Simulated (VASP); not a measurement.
Input of a VASP 6.6.1 run:

INCAR

```
SYSTEM = SiF
PREC     = Accurate       ! precision mode
ENCUT    = 520            ! plane-wave cutoff, eV
EDIFF    = 1E-6           ! SCF threshold, eV
ISMEAR   = -1             ! smearing method
SIGMA    = 0.05           ! smearing width, eV
LREAL    = .False.        ! projectors in reciprocal space
LASPH    = .True.         ! aspherical terms in the spheres
NELM     = 80             ! most SCF steps
ALGO     = Normal         ! electronic algorithm
ISIF     = 2              ! what is computed and relaxed
LWAVE    = .False.        ! write WAVECAR
LCHARG   = .True.         ! write CHGCAR
GGA      = PE             ! functional
LELF     = .True.         ! ELF
LVHAR    = .True.       
NBANDS   = 12             ! bands
```

KPOINTS

```
Automatic mesh
0
Gamma
  12 12 12
  0 0 0
```

File POSCAR:

```
SiF
1.0
    1.3474651590      0.7779582949      3.9241273749
   -1.3474651590      0.7779582949      3.9241273749
    0.0000000000     -1.5559165897      3.9241273749
Si F
1 1
Direct
    0.5000000000      0.5000000000      0.5000000000
    0.0000000000      0.0000000000      0.0000000000
```

Potentials or basis: VASP PAW PBE potentials, release 64 (Si, F).

Command:

```console
$ cat potpaw_PBE.64/Si/POTCAR potpaw_PBE.64/F/POTCAR > POTCAR
$ mpirun -np 1 vasp_std > vasp.out
```

Question: What does it give for the pressure?

Answer: -1.7 GPa.

Stress tensor (GPa, compression positive):
```
-1.02  0.00  0.00
 0.00 -1.02  0.00
 0.00  0.00 -2.92
```

Caveat: an odd number of electrons without spin polarisation forces a metal; a magnetic or distorted state may lie lower.
